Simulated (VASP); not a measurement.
Write the native input for VASP 6.6.1 that does the following.

| Property | Result |
| --- | --- |
| Task | single point |
| Functional | PBE |
| Potentials or basis | VASP PAW PBE potentials, release 64 (Ge_d) |
| Cutoff | 520 eV |
| k mesh | 10 × 10 × 6 |
| Occupations | fermi-dirac, width 0.05 eV |
| Spin | no spin polarisation |
| Dipole correction | no |
| Further INCAR settings | ALGO = Normal; EDIFF = 1e-06; NBANDS = 21 |

The structure of Ge lies in POSCAR:

```
Ge
1.0
    1.4980418014     -2.6351091025      0.0000000000
    1.4980418014      2.6351091025      0.0000000000
    0.0000000000      0.0000000000      4.8871133602
Ge
2
Direct
    0.3347349479      0.6652650521      0.2500000000
    0.6652650521      0.3347349479      0.7500000000
```

These files were run (other wordings do the same):

INCAR

```
SYSTEM = Ge
PREC = Accurate ; ENCUT = 520
EDIFF = 1E-6 ; ISMEAR = -1
SIGMA = 0.05 ; LREAL = .False.
LASPH = .True. ; NELM = 60
ALGO = Normal ; ISIF = 2
LWAVE = .False. ; LCHARG = .False.
GGA = PE ; NBANDS = 21
```

KPOINTS

```
Automatic mesh
0
Gamma
  10 10 6
  0 0 0
```

Potentials or basis: VASP PAW PBE potentials, release 64 (Ge_d).

Command:

```sh
$ cat potpaw_PBE.64/Ge_d/POTCAR > POTCAR
$ mpirun -np 1 vasp_std > vasp.out
```

It gave:

| Item | Value |
| --- | --- |
| Pressure | 0.0 GPa |
| Band gap on the k mesh | zero (bands 14 and 15 overlap by 8.62 eV) |

Wall time 31 s on 1 thread of Intel(R) Xeon(R) 6975P-C (Granite Rapids), with other jobs on the host, peak memory 0.2 GiB.
